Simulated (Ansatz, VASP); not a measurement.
Pb: VASP beside Ansatz

```
Pb
1.0
     3.18125    0.00000    0.00000
     0.00000    3.18125    0.00000
     0.00000    0.00000    3.18125
Pb
1
Direct
  0.00000 0.00000 0.00000
```

Alike in both runs: functional PBEsol; k mesh 18 × 18 × 18; occupations gaussian, width 0.1 eV; no spin polarisation.

Ansatz relaxed the structure, and its values are those at the end. VASP's run is a single point on that final structure, the one shown.

|  | VASP | Ansatz |
| --- | --- | --- |
| version | VASP 6.6.1 | Ansatz 0.2.0 |
| potentials or method | VASP PAW PBE potentials, release 64 (Pb_d), cutoff 520 eV | scalar-relativistic, plane waves, PAW |
| valence electrons in the cell | 14 | 14 |

|  | VASP | Ansatz | Ansatz less VASP |
| --- | --- | --- | --- |
| gap on the k mesh at the Fermi level (eV) | none | none | - |
| pressure (GPa) | 0.0 | 0.0 | +0.08 |

VASP's potentials were made for PBE, not for PBEsol. A gap of «none» marks a metal or a gap that the smearing closes.

Neither program's run includes spin-orbit coupling.
